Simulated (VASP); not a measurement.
Al3Pd, 4 atoms in the cell. Symmetry: Pm-3m, No. 221, cubic system. Conventional cell: a = 3.947 Å, b = 3.947 Å, c = 3.947 Å, α = 90.00°, β = 90.00°, γ = 90.00°. Within 3.7 Å of Al (site symmetry 4/mmm) lie 8 Al at 2.79 Å and 4 Pd at 2.79 Å. Within 3.7 Å of Pd (site symmetry m-3m) lie 12 Al at 2.79 Å. 

* Program: VASP 6.6.1
* Task: relaxation of cell and atoms
* Functional: PBE
* Potentials or basis: VASP PAW PBE potentials, release 64 (Al, Pd)
* Cutoff: 600 eV
* k mesh: 12 × 12 × 12
* Occupations: gaussian, width 0.1 eV
* Spin: no spin polarisation
* Dipole correction: no
* Further INCAR settings: ALGO = Normal; EDIFF = 1e-06; IBRION = 2; EDIFFG = -0.01; NSW = 100; ISIF = 3

Potentials or basis: VASP PAW PBE potentials, release 64 (Al, Pd).

Run with:

```bash
$ cat potpaw_PBE.64/Al/POTCAR potpaw_PBE.64/Pd/POTCAR > POTCAR
$ mpirun -np 1 vasp_std > vasp.out
```

Hardware: 1 thread of Intel(R) Xeon(R) 6975P-C (Granite Rapids), with other jobs on the host.

Problem. How long does it take, and how much memory?

Solution. It took 47 s on 1 thread of Intel(R) Xeon(R) 6975P-C (Granite Rapids) (shared host), peak memory 0.24 GiB. Counts: scf iterations 26, k points 84, ion steps 3.
